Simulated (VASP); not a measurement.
Write the native input for VASP 6.6.1 that does the following.

| Quantity | Value |
| --- | --- |
| Task | single point |
| Functional | PBEsol |
| Potentials or basis | VASP PAW PBE potentials, release 64 (Ir) |
| Cutoff | 520 eV |
| k mesh | 22 × 22 × 12 |
| Occupations | fermi-dirac, width 0.1 eV |
| Spin | no spin polarisation |
| Dipole correction | no |
| Further INCAR settings | ALGO = Normal; EDIFF = 1e-06; NBANDS = 16 |

The structure of Ir lies in POSCAR:

```
Ir
1.0
    2.7191415113      0.0000000000      0.0000000000
   -1.3595707557      2.3548456253      0.0000000000
    0.0000000000      0.0000000000      4.4130191885
Ir
2
Direct
    0.3333333333      0.6666666667      0.2500000000
    0.6666666667      0.3333333333      0.7500000000
```

One way to write it, as run:

INCAR

```
ALGO = Normal ; EDIFF = 1E-6
ENCUT = 520 ; GGA = PS
ISIF = 2 ; ISMEAR = -1
LASPH = T ; LCHARG = F
LREAL = F ; LWAVE = F
NBANDS = 16 ; NELM = 100
PREC = Accurate ; SIGMA = 0.1
```

KPOINTS

```
k-points
0
Gamma
  22 22 12
```

Potentials or basis: VASP PAW PBE potentials, release 64 (Ir).

The run is started by

```bash
$ cat potpaw_PBE.64/Ir/POTCAR > POTCAR
$ mpirun -np 1 vasp_std > vasp.out
```

It gave:

```
Pressure               : 0.9 GPa
Band gap on the k mesh : zero (band 9 reaches 11.38 eV, above the bottom of band 10 at 8.03 eV)
```

Caveat: the PAW data sets were made with another functional, which shifts forces and pressure a little; spin-orbit coupling is left out, which moves the levels of the heavy elements.

It took 59 s on 1 thread of AMD EPYC 9R45 96-Core Processor (Zen 5), on a shared host, peak memory 0.22 GiB.
